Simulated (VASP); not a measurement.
# Sn5GeSe6 (P4/mmm) in VASP: single point with PBE

Aim: the single point of Sn5GeSe6 with PBE.

Program: VASP 6.6.1. These are calculated values, not measurements. Logs are shortened: lines on timing, memory, paths and dates and some standing lists are left out, and cuts for length are marked.

### Step 1. The cell of the first run

Symmetry: P4/mmm, No. 123, tetragonal system. Conventional cell: a = 4.265 Å, b = 4.265 Å, c = 18.095 Å, α = 90.00°, β = 90.00°, γ = 90.00°. Within 4.0 Å of Sn (site symmetry 4mm) lie 6 Se at 3.02 Å. Sn (site symmetry 4/mmm) has 6 Se at 3.02 Å within 4.0 Å. Within 4.0 Å of Sn (site symmetry 4mm) lie 6 Se at 3.02 Å. Ge (site symmetry 4/mmm) has 6 Se at 3.02 Å within 4.0 Å. Se (site symmetry 4/mmm) has 6 Sn at 3.02 Å within 4.0 Å. Within 4.0 Å of Se (site symmetry 4mm) lie 6 Sn at 3.02 Å. Within 4.0 Å of Se (site symmetry 4mm) lie 5 Sn at 3.02 Å and 1 Ge at 3.02 Å. Within 4.0 Å of Se (site symmetry 4/mmm) lie 4 Ge at 3.02 Å and 2 Sn at 3.02 Å.

### Step 2. Single point, PBE

Contents of INCAR:

```
SYSTEM = Sn5GeSe6
ALGO = Normal
EDIFF = 1E-6
ENCUT = 520
GGA = PE
ISIF = 2
ISMEAR = 0
LASPH = .True.
LCHARG = .False.
LREAL = .False.
LWAVE = .False.
NBANDS = 72
NELM = 60
PREC = Accurate
SIGMA = 0.1
```

Contents of KPOINTS:

```
k-points
0
Gamma
  4 4 1
  0 0 0
```

Contents of POSCAR:

```
Sn5GeSe6
1.0
    4.2651319400      0.0000000000      0.0000000000
    0.0000000000      4.2651319400      0.0000000000
    0.0000000000      0.0000000000     18.0954223000
Sn Ge Se
5 1 6
Direct
    0.0000000000      0.0000000000      0.8333333300
    0.5000000000      0.5000000000      0.0000000000
    0.0000000000      0.0000000000      0.1666666700
    0.5000000000      0.5000000000      0.3333333300
    0.5000000000      0.5000000000      0.6666666700
    0.0000000000      0.0000000000      0.5000000000
    0.0000000000      0.0000000000      0.0000000000
    0.5000000000      0.5000000000      0.1666666700
    0.0000000000      0.0000000000      0.3333333300
    0.5000000000      0.5000000000      0.5000000000
    0.0000000000      0.0000000000      0.6666666700
    0.5000000000      0.5000000000      0.8333333300
```

Potentials or basis: VASP PAW PBE potentials, release 64 (Sn_d, Ge_d, Se).

Started as:

```sh
$ cat potpaw_PBE.64/Sn_d/POTCAR potpaw_PBE.64/Ge_d/POTCAR potpaw_PBE.64/Se/POTCAR > POTCAR
$ mpirun -np 1 vasp_std > vasp.out
```

OUTCAR:

```text
SYSTEM = Sn5GeSe6
   EDIFF = 1E-6
   ENCUT = 520
   GGA = PE
   ISIF = 2
   ISMEAR = 0
   LASPH = .True.
   LREAL = .False.
   NELM = 60
   PREC = Accurate

 ion  position               nearest neighbor table
   1  0.000  0.000  0.833-  11 3.02  12 3.02  12 3.02  12 3.02  12 3.02   7 3.02
   2  0.500  0.500  0.000-   7 3.02   7 3.02   7 3.02   7 3.02  12 3.02   8 3.02
   3  0.000  0.000  0.167-   9 3.02   8 3.02   8 3.02   8 3.02   8 3.02   7 3.02
   4  0.500  0.500  0.333-   8 3.02   9 3.02   9 3.02   9 3.02   9 3.02  10 3.02
   5  0.500  0.500  0.667-  12 3.02  11 3.02  11 3.02  11 3.02  11 3.02  10 3.02
   6  0.000  0.000  0.500-
   7  0.000  0.000  0.000-   2 3.02   2 3.02   2 3.02   2 3.02   3 3.02   1 3.02
   8  0.500  0.500  0.167-   4 3.02   3 3.02   3 3.02   3 3.02   3 3.02   2 3.02
   9  0.000  0.000  0.333-   3 3.02   4 3.02   4 3.02   4 3.02   4 3.02
  10  0.500  0.500  0.500-   4 3.02   5 3.02
  11  0.000  0.000  0.667-   1 3.02   5 3.02   5 3.02   5 3.02   5 3.02
  12  0.500  0.500  0.833-   5 3.02   1 3.02   1 3.02   1 3.02   1 3.02   2 3.02

  LATTYP: Found a simple tetragonal cell.
 ALAT       =     4.2651319400
 C/A-ratio  =     4.2426406860

  Lattice vectors:

 A1 = (   4.2651319400,   0.0000000000,   0.0000000000)
 A2 = (   0.0000000000,   4.2651319400,   0.0000000000)
 A3 = (   0.0000000000,   0.0000000000,  18.0954223000)

Analysis of symmetry for initial positions (statically):
=====================================================================
 Subroutine PRICEL returns:
 Original cell was already a primitive cell.

 Routine SETGRP: Setting up the symmetry group for a
 simple tetragonal supercell.

 Subroutine GETGRP returns: Found 16 space group operations
 (whereof 16 operations were pure point group operations)
 out of a pool of 16 trial point group operations.

The static configuration has the point symmetry D_4h.

Analysis of symmetry for dynamics (positions and initial velocities):
=====================================================================
 Subroutine PRICEL returns:
 Original cell was already a primitive cell.

 Routine SETGRP: Setting up the symmetry group for a
 simple tetragonal supercell.

 Subroutine GETGRP returns: Found 16 space group operations
 (whereof 16 operations were pure point group operations)
 out of a pool of 16 trial point group operations.

The dynamic configuration has the point symmetry D_4h.

 Subroutine INISYM returns: Found 16 space group operations
 (whereof 16 operations are pure point group operations),
 and found     1 'primitive' translations

----------------------------------------------------------------------------------------

                                     Primitive cell

  volume of cell :     329.1802

  direct lattice vectors                    reciprocal lattice vectors
     4.265131940  0.000000000  0.000000000     0.234459335  0.000000000  0.000000000
     0.000000000  4.265131940  0.000000000     0.000000000  0.234459335  0.000000000
     0.000000000  0.000000000 18.095422300     0.000000000  0.000000000  0.055262595

  length of vectors
     4.265131940  4.265131940 18.095422300     0.234459335  0.234459335  0.055262595

  position of ions in fractional coordinates (direct lattice)
     0.000000000  0.000000000  0.833333330
     0.500000000  0.500000000  0.000000000
     0.000000000  0.000000000  0.166666670
     0.500000000  0.500000000  0.333333330
     0.500000000  0.500000000  0.666666670
     0.000000000  0.000000000  0.500000000
     0.000000000  0.000000000  0.000000000
     0.500000000  0.500000000  0.166666670
     0.000000000  0.000000000  0.333333330
     0.500000000  0.500000000  0.500000000
     0.000000000  0.000000000  0.666666670
     0.500000000  0.500000000  0.833333330

  ion indices of the primitive-cell ions
   primitive index   ion index
                 1           1
                 2           2
                 3           3
                 4           4
                 5           5
                 6           6
                 7           7
                 8           8
                 9           9
                10          10
                11          11
                12          12

----------------------------------------------------------------------------------------

 KPOINTS: k-points

Automatic generation of k-mesh.
 Grid dimensions read from file:
 generate k-points for:    4    4    1

 Generating k-lattice:

  Cartesian coordinates                     Fractional coordinates (reciprocal lattice)
     0.058614834  0.000000000  0.000000000     0.250000000  0.000000000  0.000000000
     0.000000000  0.058614834  0.000000000     0.000000000  0.250000000  0.000000000
     0.000000000  0.000000000  0.055262595     0.000000000  0.000000000  1.000000000

  Length of vectors
     0.058614834  0.058614834  0.055262595

  Shift w.r.t. Gamma in fractional coordinates (k-lattice)
     0.000000000  0.000000000  0.000000000

 Subroutine IBZKPT returns following result:
 ===========================================

 Found      6 irreducible k-points:

 Following reciprocal coordinates:
            Coordinates               Weight
  0.000000  0.000000  0.000000      1.000000
  0.250000  0.000000  0.000000      4.000000
  0.500000  0.000000  0.000000      2.000000
  0.250000  0.250000  0.000000      4.000000
  0.500000  0.250000  0.000000      4.000000
  0.500000  0.500000  0.000000      1.000000
   k-points           NKPTS =      6   k-points in BZ     NKDIM =      6   number of bands    NBANDS=     72
   number of dos      NEDOS =    301   number of ions     NIONS =     12
   total plane-waves  NPLWV = 143360
   dimension x,y,z NGX =    32 NGY =   32 NGZ =  140
   dimension x,y,z NGXF=    64 NGYF=   64 NGZF=  280
   ions per type =               5   1   6
   NGX,Y,Z   is equivalent  to a cutoff of  12.47, 12.47, 12.86 a.u.
   NGXF,Y,Z  is equivalent  to a cutoff of  24.95, 24.95, 25.72 a.u.
 SYSTEM =  Sn5GeSe6
   PREC   = accura    normal or accurate (medium, high low for compatibility)
   ISTART =      0    job   : 0-new  1-cont  2-samecut
   ICHARG =      2    charge: 1-file 2-atom 10-const
   ISPIN  =      1    spin polarized calculation?
   LNONCOLLINEAR =      F non collinear calculations
   LSORBIT =      F    spin-orbit coupling
   LASPH  =      T    aspherical Exc in radial PAW
   ENCUT  =  520.0 eV  38.22 Ry    6.18 a.u.   7.93  7.93 33.65*2*pi/ulx,y,z
   NELM   =     60;   NELMIN=  2; NELMDL= -5     # of ELM steps
   EDIFF  = 0.1E-05   stopping-criterion for ELM
   LREAL  =      F    real-space projection
   EDIFFG = 0.1E-04   stopping-criterion for IOM
   NSW    =      0    number of steps for IOM
   IBRION =     -1    ionic relax: 0-MD 1-quasi-New 2-CG
   NFREE  =      0    steps in history (QN), initial steepest desc. (CG)
   ISIF   =      2    stress and relaxation
   ISYM   =      2    0-nonsym 1-usesym 2-fastsym
   POTIM  = 0.5000    time-step for ionic-motion
   TEBEG  =    0.0;   TEEND  =   0.0 temperature during run
   PSTRESS=    0.0 pullay stress
   NELECT =     120.0000    total number of electrons
   NUPDOWN=      -1.0000    fix difference up-down
   EMIN   =  10.00;   EMAX   =-10.00  energy-range for DOS
   EFERMI =   0.00;   METHOD = LEGACY
   ISMEAR =     0;   SIGMA  =   0.10  broadening in eV -4-tet -1-fermi 0-gaus
   EFERMI_NEDOS =   21; number of points for ismear=-14 and -15
   IALGO  =     38    algorithm
   IMIX   =      4    mixing-type and parameters
     AMIX     =   0.40;   BMIX     =  1.00
     AMIX_MAG =   1.60;   BMIX_MAG =  1.00
  volume/ion in A,a.u.               =      27.43       185.12
  Fermi-wavevector in a.u.,A,eV,Ry     =   1.169474  2.209986 18.608283  1.367670
  Thomas-Fermi vector in A             =   2.305947
   LORBIT       =      0    0 simple, 1 ext, 2 COOP (PROOUT), +10 PAW based schemes
   GGA     = PE    functional components
   LHFCALC =     F    Hartree Fock is set to
   AEXX    =    0.0000 exact exchange contribution
   IVDW    =     0    specifies the selected vdW correction
   LEPSILON=     F    determine dielectric tensor
   LRPA    =     F    only Hartree local field effects (RPA)
 non-spin polarized calculation
 Gauss-broadening in eV      SIGMA  =   0.10
  energy-cutoff  :      520.00
  volume of cell :      329.18
 maximum number of plane-waves:      8904
 NGX is ok and might be reduce to    32
   NGX = 15   NGY = 15   NGZ = 67

 number of electron     120.0000041 magnetization

 Free energy of the ion-electron system (eV)
  ---------------------------------------------------
  ext. energy  EPLUGINS =         0.00000000
  ---------------------------------------------------
  free energy    TOTEN  =       -49.46831639 eV

  energy without entropy =      -49.46709813  energy(sigma->0) =      -49.46770726

 E-fermi :   5.2748     XC(G=0):  -9.5063

 val. band max:        5.1148146980   @ k =   0.5000   0.0000   0.0000
 cond. band min:       5.4332951637   @ k =   0.5000   0.0000   0.0000
 fundamental gap:      0.3184804657
 Fermi energy:         5.2748022250

 k-point     1 :       0.0000    0.0000    0.0000
  band No.  band energies     occupation
      1     -20.1303      2.00000
      2     -20.1283      2.00000
      3     -20.1214      2.00000
      4     -20.1214      2.00000
      5     -20.1201      2.00000
      6     -16.5087      2.00000
[... 64 lines left out ...]
     71       9.3767      0.00000
     72       9.3809      0.00000

 k-point     2 :       0.2500    0.0000    0.0000
  band No.  band energies     occupation
      1     -20.1295      2.00000
      2     -20.1288      2.00000
      3     -20.1217      2.00000
      4     -20.1214      2.00000
      5     -20.1196      2.00000
      6     -16.5055      2.00000
[... 292 lines left out ...]
 k-point     6 :       0.5000    0.5000    0.0000
  band No.  band energies     occupation
      1     -20.1309      2.00000
      2     -20.1271      2.00000
      3     -20.1219      2.00000
      4     -20.1219      2.00000
      5     -20.1184      2.00000
      6     -16.5215      2.00000
[... 64 lines left out ...]
     71       9.9368      0.00000
     72       9.9369      0.00000

------------------------ aborting loop because EDIFF is reached ----------------------------------------

  FORCE on cell =-STRESS in cart. coord.  units (eV):
  Direction    XX          YY          ZZ          XY          YZ          ZX
  --------------------------------------------------------------------------------------
  -------------------------------------------------------------------------------------
  Total        0.1846525      0.1846525     -5.4181608      0.0000000      0.0000000      0.0000000
  in kB        0.8987360      0.8987360    -26.3711342      0.0000000      0.0000000      0.0000000
  external PRESSURE =      -8.1912207 kB  Pullay stress =       0.0000000 kB

 VOLUME and BASIS-vectors are now :
 -----------------------------------------------------------------------------
  energy-cutoff  :      520.00
  volume of cell :      329.18
      direct lattice vectors                 reciprocal lattice vectors
     4.265131940  0.000000000  0.000000000     0.234459335  0.000000000  0.000000000
     0.000000000  4.265131940  0.000000000     0.000000000  0.234459335  0.000000000
     0.000000000  0.000000000 18.095422300     0.000000000  0.000000000  0.055262595

 POSITION                                       TOTAL-FORCE (eV/Angst)
 -----------------------------------------------------------------------------------
      0.00000      0.00000     15.07952         0.000000     -0.000000     -0.033086
      2.13257      2.13257      0.00000         0.000000     -0.000000     -0.000000
      0.00000      0.00000      3.01590         0.000000     -0.000000      0.033086
      2.13257      2.13257      6.03181         0.000000      0.000000      0.147321
      2.13257      2.13257     12.06361         0.000000     -0.000000     -0.147321
      0.00000      0.00000      9.04771         0.000000     -0.000000     -0.000000
      0.00000      0.00000      0.00000         0.000000     -0.000000     -0.000000
      2.13257      2.13257      3.01590         0.000000     -0.000000     -0.048154
      0.00000      0.00000      6.03181         0.000000      0.000000      0.319150
      2.13257      2.13257      9.04771         0.000000     -0.000000     -0.000000
      0.00000      0.00000     12.06361         0.000000      0.000000     -0.319150
      2.13257      2.13257     15.07952         0.000000      0.000000      0.048154
 -----------------------------------------------------------------------------------
    total drift:                                0.000000     -0.000000      0.000000

  FREE ENERGIE OF THE ION-ELECTRON SYSTEM (eV)
  ---------------------------------------------------
  free  energy   TOTEN  =       -49.4683163942 eV

  energy  without entropy=      -49.4670981323  energy(sigma->0) =      -49.46770726
```

It took 4.7 min on 1 thread of AMD EPYC 7R43 (Zen 3), shared host; peak memory 0.37 GiB.

What came out:

```
Free energy            : -49.4683 eV
Pressure               : -0.8 GPa
Largest force          : 0.319 eV/Å
Band gap on the k mesh : 0.32 eV
```

Forces in eV/Å, atoms in the order of the input:
```
Sn   0.000  0.000 -0.033
Sn   0.000  0.000  0.000
Sn   0.000  0.000  0.033
Sn   0.000  0.000  0.147
Sn   0.000  0.000 -0.147
Ge   0.000  0.000  0.000
Se   0.000  0.000  0.000
Se   0.000  0.000 -0.048
Se   0.000  0.000  0.319
Se   0.000  0.000  0.000
Se   0.000  0.000 -0.319
Se   0.000  0.000  0.048
```

Levels at points of the mesh, in eV from the valence-band top:
```csv
k point,band 58,band 59,band 60,band 61,band 62,band 63
"(0.00, 0.00, 0.00)",-2.08,-0.93,-0.77,1.40,1.68,3.11
"(0.50, 0.00, 0.00)",-0.08,-0.06,0.00,0.32,0.40,0.41
"(0.50, 0.50, 0.00)",-1.74,-1.71,-1.62,2.15,2.59,2.68
```

Caveat: spin-orbit coupling is left out, which moves the levels of the heavy elements; an odd mesh through Γ misses points on the zone boundary, where band edges can lie.
